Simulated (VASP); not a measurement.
The system is Ir.

```
Ir
1.0
     0.00000    1.93533    1.93533
     1.93533    0.00000    1.93533
     1.93533    1.93533    0.00000
Ir
1
Direct
  0.00000 0.00000 0.00000
```

Base run:

```yaml
Program: VASP 6.6.1
Functional: LDA
Potentials_or_basis: VASP PAW LDA potentials, release 64 (Ir)
Cutoff: 520 eV
k_mesh: 18 × 18 × 18
Occupations: gaussian, width 0.1 eV
Spin: no spin polarisation
```

Its results: pressure -14.9 GPa.

Question: The run is repeated on the same cell with these changes: potentials or basis from VASP PAW LDA potentials, release 64 (Ir) to VASP PAW LDA potentials, release 64 (Ir_sv_GW); cutoff from 520 eV to 500 eV; further incar settings from ALGO = Fast; EDIFF = 1e-07; NBANDS = 10 to ALGO = Normal; EDIFF = 1e-06; NBANDS = 14; valence electrons from 9 to 17. What comes out?

Answer: Pressure -18.6 GPa.
